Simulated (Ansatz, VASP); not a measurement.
**Cu in VASP and in Ansatz**

```xyz
3
Lattice="4.2110 0.0000 0.0000 -2.1055 3.6469 0.0000 0.0000 0.0000 2.5283" Properties=species:S:1:pos:R:3 pbc="T T T"
Cu    2.1055    3.6469    0.0000
Cu    0.0000    2.4312    1.2641
Cu    2.1055    1.2156    1.2641
```

Alike in both runs: functional BLYP; k mesh 9 × 9 × 13; occupations fermi-dirac, width 0.1 eV; no spin polarisation.

Ansatz relaxed the structure, and its values are those at the end. VASP's run is a single point on that final structure, the one shown.

```csv
,VASP,Ansatz
version,VASP 6.6.1,Ansatz 0.2.0
potentials or method,"VASP PAW PBE potentials, release 64 (Cu), cutoff 520 eV","plane waves (420 eV) with PAW, scalar-relativistic"
valence electrons in the cell,33,57
```

VASP gave:

* pressure (GPa): 0.8

Question: Which values does Ansatz return?

Answer: Pressure (GPa): 0.0.

VASP's potentials were made for PBE, not for BLYP. With one functional, cell and mesh, what is left measures potentials, basis and numerics. VASP's potentials hold 33 valence electrons a cell and Ansatz's 57, so a difference there can come from the potentials and not from the codes.
